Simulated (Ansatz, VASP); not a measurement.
## SnS2: VASP beside Ansatz

```
Sn S
1.0
     3.66966    0.00000    0.00000
    -1.83483    3.17802    0.00000
     0.00000    0.00000    5.80027
Sn S
1 2
Direct
  0.00000 0.00000 0.00000
  0.33333 0.66667 0.25466
  0.66667 0.33333 0.74534
```

Alike in both runs: functional PBE; dispersion D4; k mesh 6 × 6 × 4; occupations gaussian, width 0.02 eV; no spin polarisation.

Ansatz relaxed the structure, and its values are those at the end. VASP's run is a single point on that final structure, the one shown.

|  | VASP | Ansatz |
| --- | --- | --- |
| version | VASP 6.6.1 | Ansatz 0.2.0 |
| potentials or method | VASP PAW PBE potentials, release 64 (Sn_d, S) | plane waves, PAW |
| plane-wave cutoff (eV) | 500 | 420 |
| valence electrons in the cell | 26 | 26 |

Ansatz gave:

```
pressure (GPa) : 0.0
```

Problem. Which values does VASP return?

Solution. Pressure (GPa): -0.1.
